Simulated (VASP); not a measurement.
Crystal: B.

```
CELL_PARAMETERS angstrom
2.45400 1.41682 4.18853
-2.45400 1.41682 4.18853
0.00000 -2.83364 4.18853
ATOMIC_POSITIONS crystal
B 0.01040 0.65729 0.01040
B 0.01040 0.01040 0.65729
B 0.65729 0.01040 0.01040
B 0.98960 0.34271 0.98960
B 0.98960 0.98960 0.34271
B 0.34271 0.98960 0.98960
B 0.22060 0.63230 0.22060
B 0.22060 0.22060 0.63230
B 0.63230 0.22060 0.22060
B 0.77940 0.36770 0.77940
B 0.77940 0.77940 0.36770
B 0.36770 0.77940 0.77940
```

```yaml
Program: VASP 6.6.1
Task: relaxation of cell and atoms
Functional: LDA
Potentials_or_basis: VASP PAW LDA potentials, release 64 (B)
Cutoff: 600 eV
k_mesh: 8 × 8 × 8
Occupations: gaussian, width 0.05 eV
Spin: no spin polarisation
```

At the start: pressure -8.3 GPa; volume 7.28 Å³/atom.

How do energy, volume and symmetry change on relaxing?

Over 8 steps the energy falls by 10.3 meV/atom and the volume is 6.99 Å³/atom (-3.9 %); space group R-3m (No. 166, to 0.05 Å).

The path:
```tsv
step	energy change (eV)	largest force (eV/Å)	pressure (GPa)	volume (Å³)
1	0.0000	0.6550	-8.29	87.38
2	-0.0452	0.9616	4.57	82.70
3	-0.1121	0.2198	-1.33	84.66
4	-0.1198	0.2189	0.94	83.68
5	-0.1219	0.0901	0.20	83.99
6	-0.1228	0.0567	-0.18	83.95
7	-0.1231	0.0310	-0.05	83.96
8	-0.1233	0.0064	0.01	83.94
```

Final structure:
```xyz
12
Lattice="2.4215 1.3981 4.1322 -2.4215 1.3981 4.1322 0.0000 -2.7961 4.1322" Properties=species:S:1:pos:R:3 pbc="T T T"
B    -1.5589    0.9000    2.7902
B     0.0000   -1.8001    2.7902
B     1.5589    0.9000    2.7902
B     1.5589   -0.9000    9.6063
B     0.0000    1.8001    9.6063
B    -1.5589   -0.9000    9.6063
B    -0.9890    0.5710    4.4338
B     0.0000   -1.1420    4.4338
B     0.9890    0.5710    4.4338
B     0.9890   -0.5710    7.9627
B     0.0000    1.1420    7.9627
B    -0.9890   -0.5710    7.9627
```
